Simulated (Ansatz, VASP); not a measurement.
**ZnW2Se4: VASP beside Ansatz**

The input INCAR:

```
SYSTEM = ZnW2Se4
PREC = Accurate ; ENCUT = 520
EDIFF = 1E-6 ; ISMEAR = -1
SIGMA = 0.05 ; LREAL = .False.
LASPH = .True. ; NELM = 80
ALGO = Normal ; ISIF = 2
LWAVE = .False. ; LCHARG = .True.
GGA = PE ; LELF = .True.
LVHAR = .True. ; NBANDS = 41
```

KPOINTS

```
regular mesh
0
Gamma
  9 9 2
  0 0 0
```

File POSCAR:

```
ZnW2Se4
1.0
    3.3548032760      0.0000000000      0.0000000000
   -1.6774016380      2.9053448617      0.0000000000
    0.0000000000      0.0000000000     18.1943217169
W Se Zn
2 4 1
Direct
    0.3333333333      0.6666666667      0.2404290000
    0.0000000000      0.0000000000      0.7742570000
    0.0000000000      0.0000000000      0.3346640000
    0.3333333333      0.6666666667      0.6800160000
    0.3333333333      0.6666666667      0.8682090000
    0.0000000000      0.0000000000      0.1462720000
    0.0000000000      0.0000000000      0.5131540000
```

Contents of input.yaml:

```yaml
crystal:
  lattice:
    - [3.354803276, 0.0, 0.0]
    - [-1.677401638, 2.9053448617, 0.0]
    - [0.0, 0.0, 18.1943217169]
  atoms:
    - { symbol: W, position: [0.3333333333, 0.6666666667, 0.240429] }
    - { symbol: W, position: [0.0, 0.0, 0.774257] }
    - { symbol: Se, position: [0.0, 0.0, 0.334664] }
    - { symbol: Se, position: [0.3333333333, 0.6666666667, 0.680016] }
    - { symbol: Se, position: [0.3333333333, 0.6666666667, 0.868209] }
    - { symbol: Se, position: [0.0, 0.0, 0.146272] }
    - { symbol: Zn, position: [0.0, 0.0, 0.513154] }
hamiltonian:
  xc: pbe
  pseudopotentials: { kind: paw }
kpoints:
  mp_grid: { grid: [9, 9, 2] }
scf:
  occupations: { method: fermi_dirac, width: 0.05 }
output:
  forces: true
  stress: true
  eigenvalues: true
```

Alike in both runs: task single point; functional PBE; k mesh 9 × 9 × 2; occupations fermi-dirac, width 0.05 eV; no spin polarisation.

|  | VASP | Ansatz |
| --- | --- | --- |
| version | VASP 6.6.1 | Ansatz 0.2.0 |
| potentials or method | VASP PAW PBE potentials, release 64 (W_sv, Se, Zn) | Ansatz PAW |
| plane-wave cutoff (eV) | 520 | 420 |
| valence electrons in the cell | 64 | 104 |

Ansatz gave:

```
gap on the k mesh at the Fermi level (eV)                     : 0.36
least direct gap on the mesh (eV)                             : 0.38
pressure (GPa)                                                : -3.8
traceless stress, the component that is largest in VASP (GPa) : -0.36
rms of the force components (eV/Å)                            : 0.314
```

Q: What did VASP give for the same quantities?

A: gap on the k mesh at the Fermi level (eV): 0.36; least direct gap on the mesh (eV): 0.37; pressure (GPa): -3.7; traceless stress, the component that is largest in VASP (GPa): -0.31; rms of the force components (eV/Å): 0.299.

Atom by atom the forces differ by 0.016 eV/Å (rms over components). VASP's potentials hold 64 valence electrons a cell and Ansatz's 104, so a difference there can come from the potentials and not from the codes.

Spin-orbit coupling is off throughout. Noted on Ansatz's run: odd divisions of the mesh miss points on the zone boundary, where band edges often lie, so the gap on the mesh can be too wide.
